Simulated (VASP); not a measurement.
A run of VASP 6.6.1 is set up as follows.

INCAR

```
SYSTEM = Rh
PREC = Accurate
ENCUT = 520
EDIFF = 1E-7
ISMEAR = -1
SIGMA = 0.05
LREAL = .FALSE.
LASPH = .TRUE.
NELM = 80
ALGO = Fast
ISIF = 2
LWAVE = .FALSE.
LCHARG = .FALSE.
GGA = CA
NBANDS = 14
```

KPOINTS

```
Automatic mesh
0
G
  12 12 12
  0 0 0
```

POSCAR

```
Rh
1.0
    0.0000000000      1.8978500000      1.8978500000
    1.8978500000      0.0000000000      1.8978500000
    1.8978500000      1.8978500000      0.0000000000
Rh
1
Direct
    0.0000000000      0.0000000000      0.0000000000
```

Potentials or basis: VASP PAW LDA potentials, release 64 (Rh_pv).

Launch:

```bash
$ cat potpaw_LDA.64/Rh_pv/POTCAR > POTCAR
$ mpirun -np 1 vasp_std > vasp.out
```

**Question.** What does it give for the pressure?

**Answer.** -9.1 GPa.
